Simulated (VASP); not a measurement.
# Fe (P6_3/mmc) in VASP: notebook

Fe is run at these levels: PBE; tasks: single point.

Program: VASP 6.6.1. These are calculated values, not measurements. Logs are shortened: lines on timing, memory, paths and dates and some standing lists are left out, and cuts for length are marked.

## 1. The cell of the first run

Symmetry: P6_3/mmc, No. 194, hexagonal system. Conventional cell: a = 2.413 Å, b = 2.413 Å, c = 3.822 Å, α = 90.00°, β = 90.00°, γ = 120.00°. Fe (site symmetry -6m2) has 12 Fe at 2.36 to 2.41 Å within 3.1 Å.

This isn't the form of Fe at room conditions, which is bcc.

## 2. Single point, PBE, collinear spin, ferromagnetic start

The input, INCAR:

```
SYSTEM = Fe
PREC = Accurate ; ENCUT = 520
EDIFF = 1E-6 ; ISMEAR = -1
SIGMA = 0.05 ; LREAL = .False.
LASPH = .True. ; NELM = 150
ALGO = Normal ; ISIF = 2
LWAVE = .False. ; LCHARG = .False.
ISPIN = 2 ; MAGMOM = 2.5 2.5
LORBIT = 11 ; LMAXMIX = 4
GGA = PE ; NBANDS = 19
```

The input, KPOINTS:

```
regular mesh
0
Gamma
  18 18 10
  0 0 0
```

The input, POSCAR:

```
Fe
1.0
    2.4125168750      0.0000000000      0.0000000000
   -1.2062584375      2.0893009008      0.0000000000
    0.0000000000      0.0000000000      3.8218589581
Fe
2
Direct
    0.3333333333      0.6666666667      0.2500000000
    0.6666666667      0.3333333333      0.7500000000
```

Potentials or basis: VASP PAW PBE potentials, release 64 (Fe).

Started as:

```
> cat potpaw_PBE.64/Fe/POTCAR > POTCAR
> mpirun -np 1 vasp_std > vasp.out
```

OUTCAR:

```text
SYSTEM = Fe
   PREC = Accurate
   ENCUT = 520
   EDIFF = 1E-6
   ISMEAR = -1
   LREAL = .False.
   LASPH = .True.
   NELM = 150
   ISIF = 2
   ISPIN = 2
   LORBIT = 11
   GGA = PE

 ion  position               nearest neighbor table
   1  0.333  0.667  0.250-   2 2.36   2 2.36   2 2.36   2 2.36   2 2.36   2 2.36
   2  0.667  0.333  0.750-   1 2.36   1 2.36   1 2.36   1 2.36   1 2.36   1 2.36

  LATTYP: Found a hexagonal cell.
 ALAT       =     2.4125168750
 C/A-ratio  =     1.5841791607

  Lattice vectors:

 A1 = (   2.4125168750,   0.0000000000,   0.0000000000)
 A2 = (  -1.2062584375,   2.0893009008,   0.0000000000)
 A3 = (   0.0000000000,   0.0000000000,   3.8218589581)

Analysis of symmetry for initial positions (statically):
=====================================================================
 Subroutine PRICEL returns:
 Original cell was already a primitive cell.

 Routine SETGRP: Setting up the symmetry group for a
 hexagonal supercell.

 Subroutine GETGRP returns: Found 24 space group operations
 (whereof 12 operations were pure point group operations)
 out of a pool of 24 trial point group operations.

The static configuration has the point symmetry D_3d.
 The point group associated with its full space group is D_6h.

Analysis of symmetry for dynamics (positions and initial velocities):
=====================================================================
 Subroutine PRICEL returns:
 Original cell was already a primitive cell.

 Routine SETGRP: Setting up the symmetry group for a
 hexagonal supercell.

 Subroutine GETGRP returns: Found 24 space group operations
 (whereof 12 operations were pure point group operations)
 out of a pool of 24 trial point group operations.

The dynamic configuration has the point symmetry D_3d.
 The point group associated with its full space group is D_6h.

Analysis of structural, dynamic, and magnetic symmetry:
=====================================================================
 Subroutine PRICEL returns:
 Original cell was already a primitive cell.

 Routine SETGRP: Setting up the symmetry group for a
 hexagonal supercell.

 Subroutine GETGRP returns: Found 24 space group operations
 (whereof 12 operations were pure point group operations)
 out of a pool of 24 trial point group operations.

The overall configuration has the point symmetry D_3d.
 The point group associated with its full space group is D_6h.

 Subroutine INISYM returns: Found 24 space group operations
[... 117 lines left out ...]
     AMIX_MAG =   1.60;   BMIX_MAG =  1.00
  volume/ion in A,a.u.               =       9.63        65.00
  Fermi-wavevector in a.u.,A,eV,Ry     =   1.538861  2.908026 32.219878  2.368094
  Thomas-Fermi vector in A             =   2.645170
   LORBIT       =     11    0 simple, 1 ext, 2 COOP (PROOUT), +10 PAW based schemes
   GGA     = PE    functional components
   LHFCALC =     F    Hartree Fock is set to
   AEXX    =    0.0000 exact exchange contribution
   IVDW    =     0    specifies the selected vdW correction
   LEPSILON=     F    determine dielectric tensor
   LRPA    =     F    only Hartree local field effects (RPA)
 spin polarized calculation
  energy-cutoff  :      520.00
  volume of cell :       19.26
 maximum number of plane-waves:       537
 NGX is ok and might be reduce to    18
   NGX =  9   NGY =  9   NGZ = 15

 number of electron      15.9999994 magnetization      -0.0044695

 number of electron      15.9999994 magnetization       0.0008934

 Free energy of the ion-electron system (eV)
  ---------------------------------------------------
  ext. energy  EPLUGINS =         0.00000000
  ---------------------------------------------------
  free energy    TOTEN  =       -16.25818912 eV

  energy without entropy =      -16.23654586  energy(sigma->0) =      -16.24736749

 E-fermi :   7.5549     XC(G=0): -14.1252

 val. band max:        7.5518545073   @ k =   0.2778   0.1667   0.1000
 cond. band min:       7.5554666012   @ k =   0.2778   0.1667   0.0000
 fundamental gap:      0.0036120939
 Fermi energy:         7.5548523615

 spin component 1

 k-point     1 :       0.0000    0.0000    0.0000
  band No.  band energies     occupation
      1      -1.6780      1.00000
      2       2.2856      1.00000
      3       5.7699      1.00000
      4       5.7699      1.00000
      5       5.8972      1.00000
      6       6.2746      1.00000
[... 517 lines left out ...]
     18      29.6458      0.00000
     19      33.0236      0.00000

 [... further k-points ...]

 spin component 2

 k-point     1 :       0.0000    0.0000    0.0000
  band No.  band energies     occupation
      1      -1.6780      1.00000
      2       2.2858      1.00000
      3       5.7702      1.00000
      4       5.7702      1.00000
      5       5.8976      1.00000
      6       6.2750      1.00000
[... 517 lines left out ...]
     18      29.6458      0.00000
     19      33.0237      0.00000

 [... further k-points ...]

------------------------ aborting loop because EDIFF is reached ----------------------------------------

  FORCE on cell =-STRESS in cart. coord.  units (eV):
  Direction    XX          YY          ZZ          XY          YZ          ZX
  --------------------------------------------------------------------------------------
  -------------------------------------------------------------------------------------
  Total        2.1789913      2.1789913      2.1596274      0.0000000     -0.0000000      0.0000000
  in kB      181.2258173    181.2258173    179.6153276      0.0000000     -0.0000000      0.0000000
  external PRESSURE =     180.6889874 kB  Pullay stress =       0.0000000 kB

 VOLUME and BASIS-vectors are now :
 -----------------------------------------------------------------------------
  energy-cutoff  :      520.00
  volume of cell :       19.26
      direct lattice vectors                 reciprocal lattice vectors
     2.412516875  0.000000000  0.000000000     0.414504873  0.239314500  0.000000000
    -1.206258438  2.089300901  0.000000000     0.000000000  0.478629000  0.000000000
     0.000000000  0.000000000  3.821858958     0.000000000  0.000000000  0.261652774

 POSITION                                       TOTAL-FORCE (eV/Angst)
 -----------------------------------------------------------------------------------
     -0.00000      1.39287      0.95546         0.000000      0.000000      0.000000
      1.20626      0.69643      2.86639        -0.000000      0.000000      0.000000
 -----------------------------------------------------------------------------------
    total drift:                                0.000000      0.000000     -0.000000

  FREE ENERGIE OF THE ION-ELECTRON SYSTEM (eV)
  ---------------------------------------------------
  free  energy   TOTEN  =       -16.2581891210 eV

  energy  without entropy=      -16.2365458588  energy(sigma->0) =      -16.24736749

 total charge

# of ion       s       p       d       tot
------------------------------------------
    1        0.566   0.698   6.399   7.663
    2        0.566   0.698   6.399   7.663
--------------------------------------------------
tot          1.131   1.396  12.797  15.325

 magnetization (x)

# of ion       s       p       d       tot
------------------------------------------
    1       -0.000  -0.000   0.000   0.000
    2       -0.000  -0.000   0.000   0.000
--------------------------------------------------
tot         -0.000  -0.000   0.001   0.000
```

OSZICAR:

```text
N       E                     dE             d eps       ncg     rms          rms(c)
DAV:   1     0.775298365254E+02    0.77530E+02   -0.71098E+03 17920   0.113E+03
DAV:   2    -0.142812968578E+02   -0.91811E+02   -0.81438E+02 16974   0.208E+02
DAV:   3    -0.177916250949E+02   -0.35103E+01   -0.33461E+01 18714   0.512E+01
DAV:   4    -0.178181283190E+02   -0.26503E-01   -0.26486E-01 18651   0.421E+00
DAV:   5    -0.178183884956E+02   -0.26018E-03   -0.26017E-03 18984   0.391E-01    0.211E+01
DAV:   6    -0.162779334983E+02    0.15405E+01   -0.55874E+00 18262   0.530E+01    0.236E+00
DAV:   7    -0.162710587411E+02    0.68748E-02   -0.35769E-01 20687   0.103E+01    0.261E+00
DAV:   8    -0.162648829274E+02    0.61758E-02   -0.53216E-03 21176   0.114E+00    0.108E+00
DAV:   9    -0.162598213399E+02    0.50616E-02   -0.29755E-03 22650   0.921E-01    0.567E-01
DAV:  10    -0.162581556465E+02    0.16657E-02   -0.18887E-03 24271   0.674E-01    0.668E-02
DAV:  11    -0.162581931893E+02   -0.37543E-04   -0.73292E-05 22491   0.917E-02    0.356E-02
DAV:  12    -0.162582040216E+02   -0.10832E-04   -0.66667E-06 22496   0.252E-02    0.248E-02
DAV:  13    -0.162581898318E+02    0.14190E-04   -0.12211E-06 14880   0.193E-02    0.618E-03
DAV:  14    -0.162581891210E+02    0.71080E-06   -0.40870E-07  9219   0.634E-03
   1 F= -.16258189E+02 E0= -.16247367E+02  d E =-.216433E-01  mag=     0.0003
```

stdout:

```text
POSCAR found type information on POSCAR Fe
 POSCAR found :  1 types and       2 ions
 scaLAPACK will be used
 LDA part: xc-table for (Slater+PW92), standard interpolation
 POSCAR, INCAR and KPOINTS ok, starting setup
 FFT: planning ... GRIDC
 FFT: planning ... GRID_SOFT
 FFT: planning ... GRID
 WAVECAR not read
 entering main loop
```

Wall time 1.8 min (1 thread of Intel Xeon 6975P-C (Granite Rapids), shared host); peak memory 0.22 GiB.

Results:

| Item | Value |
| --- | --- |
| Free energy | -16.2582 eV |
| Pressure | 18.1 GPa |
| Band gap on the k mesh | zero (filled and empty bands overlap) |
| Net moment | 0.00 μB per cell |
| Valence electrons inside the program's atomic spheres | Fe 7.66 |

Levels at points of the mesh, in eV from the Fermi level:
Spin up:
```
           k point  band 6  band 7  band 8  band 9  band 10  band 11
(0.00, 0.00, 0.00)   -1.28   -1.28   -0.90   -0.90     0.55     0.78
(0.50, 0.00, 0.00)   -1.64   -1.15    0.90    1.14     1.17     2.89
(0.00, 0.00, 0.50)   -1.91   -1.91   -1.91    0.36     0.36     0.36
(0.50, 0.00, 0.50)   -0.69    0.13    0.13    1.05     1.05     2.65
```
Spin down:
| k point | band 4 | band 5 | band 6 | band 7 | band 8 | band 9 | band 10 | band 11 | band 12 | band 13 |
| --- | --- | --- | --- | --- | --- | --- | --- | --- | --- | --- |
| (0.00, 0.00, 0.00) | -1.78 | -1.66 | -1.28 | -1.28 | -0.90 | -0.90 | 0.55 | 0.78 | 0.78 | 9.34 |
| (0.50, 0.00, 0.00) | -2.15 | -2.10 | -1.64 | -1.15 | 0.90 | 1.15 | 1.17 | 2.89 | 5.18 | 11.81 |
| (0.00, 0.00, 0.50) | -2.23 | -1.91 | -1.91 | -1.91 | -1.91 | 0.36 | 0.36 | 0.36 | 0.36 | 17.81 |
| (0.50, 0.00, 0.50) | -3.41 | -0.69 | -0.69 | 0.13 | 0.13 | 1.05 | 1.05 | 2.65 | 2.65 | 9.82 |

Caveat: the cell stands under pressure; the moments typed at the start vanished in this run.

(Part 1 of 2 ends here.)
